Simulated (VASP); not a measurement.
# V (Im-3m) in VASP: further runs

The runs below take V through single point, with PBEsol.

All numbers are computed with VASP 6.6.1; they aren't measurements. Logs are shortened: lines on timing, memory, paths and dates and some standing lists are left out, and cuts for length are marked.

### 1 The cell of the first run

The structure is cubic, space group Im-3m (No. 229). The conventional cell has a = 2.985 Å, b = 2.985 Å, c = 2.985 Å, α = 90.00°, β = 90.00°, γ = 90.00°. V (site symmetry m-3m) has 14 V at 2.59 to 2.99 Å within 3.4 Å.

### 2 Single point, PBEsol, collinear spin, ferromagnetic start (13.30 Å³/atom)

Contents of INCAR:

```
SYSTEM = V
ALGO = Normal ; EDIFF = 1E-6
ENCUT = 520 ; GGA = PS
ISIF = 2 ; ISMEAR = -1
ISPIN = 2 ; LASPH = .TRUE.
LCHARG = .TRUE. ; LELF = .TRUE.
LMAXMIX = 4 ; LORBIT = 11
LREAL = .FALSE. ; LVHAR = .TRUE.
LWAVE = .FALSE. ; MAGMOM = 1.5
NBANDS = 16 ; NELM = 150
PREC = Accurate ; SIGMA = 0.03
```

Contents of KPOINTS:

```
k-points
0
G
  19 19 19
  0 0 0
```

Contents of POSCAR:

```
V
1.0
   -1.4925515474      1.4925515474      1.4925515474
    1.4925515474     -1.4925515474      1.4925515474
    1.4925515474      1.4925515474     -1.4925515474
V
1
Direct
    0.0000000000      0.0000000000      0.0000000000
```

Potentials or basis: VASP PAW PBE potentials, release 64 (V_sv).

Run with:

```bash
> cat potpaw_PBE.64/V_sv/POTCAR > POTCAR
> mpirun -np 1 vasp_std > vasp.out
```

OUTCAR:

```text
SYSTEM = V
   EDIFF = 1E-6
   ENCUT = 520
   GGA = PS
   ISIF = 2
   ISMEAR = -1
   ISPIN = 2
   LASPH = .TRUE.
   LORBIT = 11
   LREAL = .FALSE.
   NELM = 150
   PREC = Accurate

 ion  position               nearest neighbor table
   1  0.000  0.000  0.000-

  LATTYP: Found a body centered cubic cell.
 ALAT       =     2.9851030948

  Lattice vectors:

 A1 = (  -1.4925515474,   1.4925515474,   1.4925515474)
 A2 = (   1.4925515474,  -1.4925515474,   1.4925515474)
 A3 = (   1.4925515474,   1.4925515474,  -1.4925515474)

Analysis of symmetry for initial positions (statically):
=====================================================================
 Subroutine PRICEL returns:
 Original cell was already a primitive cell.

 Routine SETGRP: Setting up the symmetry group for a
 body centered cubic supercell.

 Subroutine GETGRP returns: Found 48 space group operations
 (whereof 48 operations were pure point group operations)
 out of a pool of 48 trial point group operations.

The static configuration has the point symmetry O_h .

Analysis of symmetry for dynamics (positions and initial velocities):
=====================================================================
 Subroutine PRICEL returns:
 Original cell was already a primitive cell.

 Routine SETGRP: Setting up the symmetry group for a
 body centered cubic supercell.

 Subroutine GETGRP returns: Found 48 space group operations
 (whereof 48 operations were pure point group operations)
 out of a pool of 48 trial point group operations.

The dynamic configuration has the point symmetry O_h .

Analysis of structural, dynamic, and magnetic symmetry:
=====================================================================
 Subroutine PRICEL returns:
 Original cell was already a primitive cell.

 Routine SETGRP: Setting up the symmetry group for a
 body centered cubic supercell.

 Subroutine GETGRP returns: Found 48 space group operations
 (whereof 48 operations were pure point group operations)
 out of a pool of 48 trial point group operations.

The overall configuration has the point symmetry O_h .

 Subroutine INISYM returns: Found 48 space group operations
 (whereof 48 operations are pure point group operations),
 and found     1 'primitive' translations

----------------------------------------------------------------------------------------

                                     Primitive cell

[... 102 lines left out ...]
   EFERMI =   0.00;   METHOD = LEGACY
   ISMEAR =    -1;   SIGMA  =   0.03  broadening in eV -4-tet -1-fermi 0-gaus
   EFERMI_NEDOS =   21; number of points for ismear=-14 and -15
   IALGO  =     38    algorithm
   IMIX   =      4    mixing-type and parameters
     AMIX     =   0.40;   BMIX     =  1.00
     AMIX_MAG =   1.60;   BMIX_MAG =  1.00
  volume/ion in A,a.u.               =      13.30        89.75
  Fermi-wavevector in a.u.,A,eV,Ry     =   1.624700  3.070239 35.914636  2.639651
  Thomas-Fermi vector in A             =   2.717944
   LORBIT       =     11    0 simple, 1 ext, 2 COOP (PROOUT), +10 PAW based schemes
   GGA     = PS    functional components
   LHFCALC =     F    Hartree Fock is set to
   AEXX    =    0.0000 exact exchange contribution
   IVDW    =     0    specifies the selected vdW correction
   LEPSILON=     F    determine dielectric tensor
   LRPA    =     F    only Hartree local field effects (RPA)
 spin polarized calculation
  energy-cutoff  :      520.00
  volume of cell :       13.30
 maximum number of plane-waves:       370
   NGX =  9   NGY =  9   NGZ =  9

 number of electron      12.9999991 magnetization      -0.0015616

 number of electron      12.9999991 magnetization       0.0006542

 Free energy of the ion-electron system (eV)
  ---------------------------------------------------
  ext. energy  EPLUGINS =         0.00000000
  ---------------------------------------------------
  free energy    TOTEN  =        -9.63254068 eV

  energy without entropy =       -9.62756545  energy(sigma->0) =       -9.63005306

 E-fermi :   9.7162     XC(G=0): -13.1275

 val. band max:        9.7056776190   @ k =   0.1053   0.1053   0.0000
 cond. band min:       9.7169263345   @ k =  -0.3684   0.4737   0.0526
 fundamental gap:      0.0112487155
 Fermi energy:         9.7162107167

 spin component 1

 k-point     1 :       0.0000    0.0000    0.0000
  band No.  band energies     occupation
      1     -53.7390      1.00000
      2     -27.1188      1.00000
      3     -27.1188      1.00000
      4     -27.1188      1.00000
      5       3.0943      1.00000
      6      10.1361      0.00000
[... 435 lines left out ...]
      5       6.6491      1.00000
      6       8.8008      1.00000
[... 8 lines left out ...]
     15      37.6378      0.00000
     16      38.7666      0.00000

 [... further k-points ...]

 spin component 2

 k-point     1 :       0.0000    0.0000    0.0000
  band No.  band energies     occupation
      1     -53.7384      1.00000
      2     -27.1183      1.00000
      3     -27.1183      1.00000
      4     -27.1183      1.00000
      5       3.0947      1.00000
      6      10.1367      0.00000
[... 435 lines left out ...]
      5       6.6495      1.00000
      6       8.8013      1.00000
[... 8 lines left out ...]
     15      37.6382      0.00000
     16      38.7670      0.00000

 [... further k-points ...]

------------------------ aborting loop because EDIFF is reached ----------------------------------------

  FORCE on cell =-STRESS in cart. coord.  units (eV):
  Direction    XX          YY          ZZ          XY          YZ          ZX
  --------------------------------------------------------------------------------------
  -------------------------------------------------------------------------------------
  Total       -0.4119338     -0.4119338     -0.4119338      0.0000000     -0.0000000      0.0000000
  in kB      -49.6237939    -49.6237939    -49.6237939      0.0000000     -0.0000000      0.0000000
  external PRESSURE =     -49.6237939 kB  Pullay stress =       0.0000000 kB

 VOLUME and BASIS-vectors are now :
 -----------------------------------------------------------------------------
  energy-cutoff  :      520.00
  volume of cell :       13.30
      direct lattice vectors                 reciprocal lattice vectors
    -1.492551547  1.492551547  1.492551547     0.000000000  0.334996805  0.334996805
     1.492551547 -1.492551547  1.492551547     0.334996805  0.000000000  0.334996805
     1.492551547  1.492551547 -1.492551547     0.334996805  0.334996805  0.000000000

 POSITION                                       TOTAL-FORCE (eV/Angst)
 -----------------------------------------------------------------------------------
      0.00000      0.00000      0.00000        -0.000000     -0.000000      0.000000
 -----------------------------------------------------------------------------------
    total drift:                                0.000000     -0.000000      0.000000

  FREE ENERGIE OF THE ION-ELECTRON SYSTEM (eV)
  ---------------------------------------------------
  free  energy   TOTEN  =        -9.6325406819 eV

  energy  without entropy=       -9.6275654457  energy(sigma->0) =       -9.63005306

 total charge

# of ion       s       p       d       tot
------------------------------------------
    1        2.347   6.227   3.106  11.680

 magnetization (x)

# of ion       s       p       d       tot
------------------------------------------
    1        0.000   0.000   0.000   0.000
```

OSZICAR:

```text
N       E                     dE             d eps       ncg     rms          rms(c)
DAV:   1     0.921074461917E+02    0.92107E+02   -0.64430E+03 14184   0.890E+02
DAV:   2    -0.932168237996E+01   -0.10143E+03   -0.97217E+02 15640   0.272E+02
DAV:   3    -0.108560828630E+02   -0.15344E+01   -0.15322E+01 15880   0.363E+01
DAV:   4    -0.108618173388E+02   -0.57345E-02   -0.57344E-02 16760   0.233E+00
DAV:   5    -0.108618653161E+02   -0.47977E-04   -0.47977E-04 15920   0.199E-01    0.204E+01
DAV:   6    -0.963519153019E+01    0.12267E+01   -0.17104E+00 14400   0.225E+01    0.242E+00
DAV:   7    -0.963550907327E+01   -0.31754E-03   -0.75702E-02 16072   0.268E+00    0.171E+00
DAV:   8    -0.963534796864E+01    0.16110E-03   -0.51945E-03 15224   0.826E-01    0.874E-01
DAV:   9    -0.963233188302E+01    0.30161E-02   -0.14496E-03 16184   0.464E-01    0.210E-01
DAV:  10    -0.963252350946E+01   -0.19163E-03   -0.56019E-04 15600   0.224E-01    0.363E-02
DAV:  11    -0.963253642457E+01   -0.12915E-04   -0.19090E-05 15840   0.476E-02    0.185E-02
DAV:  12    -0.963254077814E+01   -0.43536E-05   -0.59534E-06 15232   0.234E-02    0.475E-03
DAV:  13    -0.963254068192E+01    0.96212E-07   -0.63040E-08  7800   0.294E-03
   1 F= -.96325407E+01 E0= -.96300531E+01  d E =-.497524E-02  mag=     0.0004
```

stdout:

```text
POSCAR found type information on POSCAR V
 POSCAR found :  1 types and       1 ions
 scaLAPACK will be used
 -----------------------------------------------------------------------------
|                                                                             |
|                                                                             |
|     You enforced a specific xc type in the INCAR file but a different       |
|     I HOPE YOU KNOW WHAT YOU ARE DOING!                                     |
|                                                                             |
 -----------------------------------------------------------------------------

 LDA part: xc-table for (Slater+PW92), standard interpolation
 POSCAR, INCAR and KPOINTS ok, starting setup
 FFT: planning ... GRIDC
 FFT: planning ... GRID_SOFT
 FFT: planning ... GRID
 WAVECAR not read
 entering main loop
```

It took 32 s on 1 thread of Intel Xeon 6975P-C (Granite Rapids), shared host; peak memory 0.18 GiB.

Results:

```
Free energy                                           : -9.6325 eV
Pressure                                              : -5.0 GPa
Net moment                                            : 0.00 μB per cell
Valence electrons inside the program's atomic spheres : V 11.68
```

Levels at points of the mesh, in eV from the Fermi level:
Spin up:
| k point | band 3 | band 4 | band 5 | band 6 | band 7 | band 8 | band 9 | band 10 |
| --- | --- | --- | --- | --- | --- | --- | --- | --- |
| (0.00, 0.00, 0.00) | -36.84 | -36.84 | -6.62 | 0.42 | 0.42 | 0.42 | 2.46 | 2.46 |
Spin down:
```tsv
k point	band 4	band 5	band 6	band 7	band 8	band 9
(0.00, 0.00, 0.00)	-36.83	-6.62	0.42	0.42	0.42	2.46
```

Caveat: the cell stands under tension; the moments typed at the start vanished in this run; the PAW data sets were made with another functional, which shifts forces and pressure a little.

### 3 Single point, PBEsol, collinear spin, ferromagnetic start (13.72 Å³/atom)

This run uses another cell than the first one, of 13.72 Å³/atom.

Contents of INCAR:

```
SYSTEM = V
PREC = Accurate
ENCUT = 520
EDIFF = 1E-6
ISMEAR = -1
SIGMA = 0.03
LREAL = .FALSE.
LASPH = .TRUE.
NELM = 150
ALGO = Normal
ISIF = 2
LWAVE = .FALSE.
LCHARG = .FALSE.
ISPIN = 2
MAGMOM = 1.5
LORBIT = 11
LMAXMIX = 4
GGA = PS
NBANDS = 16
```

Contents of KPOINTS:

```
Automatic mesh
0
G
  19 19 19
  0 0 0
```

Contents of POSCAR:

```
V
1.0
   -1.5079397615      1.5079397615      1.5079397615
    1.5079397615     -1.5079397615      1.5079397615
    1.5079397615      1.5079397615     -1.5079397615
V
1
Direct
    0.0000000000      0.0000000000      0.0000000000
```

Potentials or basis: VASP PAW PBE potentials, release 64 (V_sv).

Run with:

```bash
> cat potpaw_PBE.64/V_sv/POTCAR > POTCAR
> mpirun -np 1 vasp_std > vasp.out
```

OUTCAR:

```text
SYSTEM = V
   PREC = Accurate
   ENCUT = 520
   EDIFF = 1E-6
   ISMEAR = -1
   LREAL = .FALSE.
   LASPH = .TRUE.
   NELM = 150
   ISIF = 2
   ISPIN = 2
   LORBIT = 11
   GGA = PS

 ion  position               nearest neighbor table
   1  0.000  0.000  0.000-

  LATTYP: Found a body centered cubic cell.
 ALAT       =     3.0158795230

  Lattice vectors:

 A1 = (  -1.5079397615,   1.5079397615,   1.5079397615)
 A2 = (   1.5079397615,  -1.5079397615,   1.5079397615)
 A3 = (   1.5079397615,   1.5079397615,  -1.5079397615)

Analysis of symmetry for initial positions (statically):
=====================================================================
 Subroutine PRICEL returns:
 Original cell was already a primitive cell.

 Routine SETGRP: Setting up the symmetry group for a
 body centered cubic supercell.

 Subroutine GETGRP returns: Found 48 space group operations
 (whereof 48 operations were pure point group operations)
 out of a pool of 48 trial point group operations.

The static configuration has the point symmetry O_h .

Analysis of symmetry for dynamics (positions and initial velocities):
[... 641 lines left out ...]
 k-point     1 :       0.0000    0.0000    0.0000
  band No.  band energies     occupation
      1     -54.1578      1.00000
      2     -27.5874      1.00000
      3     -27.5874      1.00000
      4     -27.5874      1.00000
      5       2.7811      1.00000
      6       9.7480      0.00000
[... 435 lines left out ...]
      5       6.3266      1.00000
      6       8.4680      1.00000
[... 8 lines left out ...]
     15      36.7048      0.00000
     16      37.7880      0.00000

 [... further k-points ...]

------------------------ aborting loop because EDIFF is reached ----------------------------------------

  FORCE on cell =-STRESS in cart. coord.  units (eV):
  Direction    XX          YY          ZZ          XY          YZ          ZX
  --------------------------------------------------------------------------------------
  -------------------------------------------------------------------------------------
  Total       -0.8639264     -0.8639264     -0.8639264      0.0000000      0.0000000     -0.0000000
  in kB     -100.9195654   -100.9195654   -100.9195654      0.0000000      0.0000000     -0.0000000
  external PRESSURE =    -100.9195654 kB  Pullay stress =       0.0000000 kB

 VOLUME and BASIS-vectors are now :
 -----------------------------------------------------------------------------
  energy-cutoff  :      520.00
  volume of cell :       13.72
      direct lattice vectors                 reciprocal lattice vectors
    -1.507939762  1.507939762  1.507939762     0.000000000  0.331578232  0.331578232
     1.507939762 -1.507939762  1.507939762     0.331578232  0.000000000  0.331578232
     1.507939762  1.507939762 -1.507939762     0.331578232  0.331578232  0.000000000

 POSITION                                       TOTAL-FORCE (eV/Angst)
 -----------------------------------------------------------------------------------
      0.00000      0.00000      0.00000         0.000000      0.000000     -0.000000
 -----------------------------------------------------------------------------------
    total drift:                                0.000000      0.000000      0.000000

  FREE ENERGIE OF THE ION-ELECTRON SYSTEM (eV)
  ---------------------------------------------------
  free  energy   TOTEN  =        -9.6130069847 eV

  energy  without entropy=       -9.6076983768  energy(sigma->0) =       -9.61035268

 total charge

# of ion       s       p       d       tot
------------------------------------------
    1        2.338   6.217   3.071  11.626

 magnetization (x)

# of ion       s       p       d       tot
------------------------------------------
    1        0.000   0.000   0.000   0.000
```

stdout:

```text
POSCAR found type information on POSCAR V
 POSCAR found :  1 types and       1 ions
 scaLAPACK will be used
 -----------------------------------------------------------------------------
|                                                                             |
|                                                                             |
|     You enforced a specific xc type in the INCAR file but a different       |
|     I HOPE YOU KNOW WHAT YOU ARE DOING!                                     |
|                                                                             |
 -----------------------------------------------------------------------------

 LDA part: xc-table for (Slater+PW92), standard interpolation
 POSCAR, INCAR and KPOINTS ok, starting setup
 FFT: planning ... GRIDC
 FFT: planning ... GRID_SOFT
 FFT: planning ... GRID
 WAVECAR not read
 entering main loop
```

It took 31 s on 1 thread of Intel Xeon 6975P-C (Granite Rapids), shared host; peak memory 0.18 GiB.

What came out:

```yaml
Free_energy: -9.6130 eV
Pressure: -10.1 GPa
Net_moment: 0.00 μB per cell
Valence_electrons_inside_the_program's_atomic_spheres: V 11.63
```

Levels at points of the mesh, in eV from the Fermi level:
Spin up:
| k point | band 5 | band 6 | band 7 | band 8 | band 9 | band 10 |
| --- | --- | --- | --- | --- | --- | --- |
| (0.00, 0.00, 0.00) | -6.55 | 0.41 | 0.41 | 0.41 | 2.37 | 2.37 |
Spin down:
| k point | band 3 | band 4 | band 5 | band 6 | band 7 | band 8 | band 9 | band 10 | band 11 | band 12 |
| --- | --- | --- | --- | --- | --- | --- | --- | --- | --- | --- |
| (0.00, 0.00, 0.00) | -36.92 | -36.92 | -6.55 | 0.41 | 0.41 | 0.41 | 2.37 | 2.37 | 20.35 | 20.35 |

Caveat: the cell stands under tension; the moments typed at the start vanished in this run; the PAW data sets were made with another functional, which shifts forces and pressure a little.
